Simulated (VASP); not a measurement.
Set up this calculation in VASP 6.6.1, as the native input.

```yaml
Task: single point
Functional: LDA
Potentials_or_basis: VASP PAW LDA potentials, release 64 (Tl_d)
Cutoff: 520 eV
k_mesh: 16 × 16 × 16
Occupations: gaussian, width 0.1 eV
Spin: no spin polarisation
Dipole_correction: no
Further_INCAR_settings: ALGO = Fast; EDIFF = 1e-06; NBANDS = 12
```

The structure of Tl lies in POSCAR:

```
Tl
1.0
   -2.0108565900      2.0108565900      2.0108565900
    2.0108565900     -2.0108565900      2.0108565900
    2.0108565900      2.0108565900     -2.0108565900
Tl
1
Direct
    0.0000000000      0.0000000000      0.0000000000
```

This cell differs from its parent crystal: functional LDA, strained.

These files were run (other wordings do the same):

INCAR

```
SYSTEM = Tl
PREC = Accurate
ENCUT = 520
EDIFF = 1E-6
ISMEAR = 0
SIGMA = 0.1
LREAL = .False.
LASPH = .True.
NELM = 100
ALGO = Fast
ISIF = 2
LWAVE = .False.
LCHARG = .True.
LELF = .True.
LVHAR = .True.
NBANDS = 12
```

KPOINTS

```
regular mesh
0
Gamma
  16 16 16
  0 0 0
```

Potentials or basis: VASP PAW LDA potentials, release 64 (Tl_d).

Run with:

```bash
$ cat potpaw_LDA.64/Tl_d/POTCAR > POTCAR
$ mpirun -np 1 vasp_std > vasp.out
```

It gave:

- Pressure: -4.7 GPa

Caveat: the cell differs from its parent crystal (functional LDA, strained).

Wall time 33 s on 1 thread of Intel(R) Xeon(R) Platinum 8375C CPU @ 2.90GHz (Ice Lake) (shared host), peak memory 0.18 GiB.
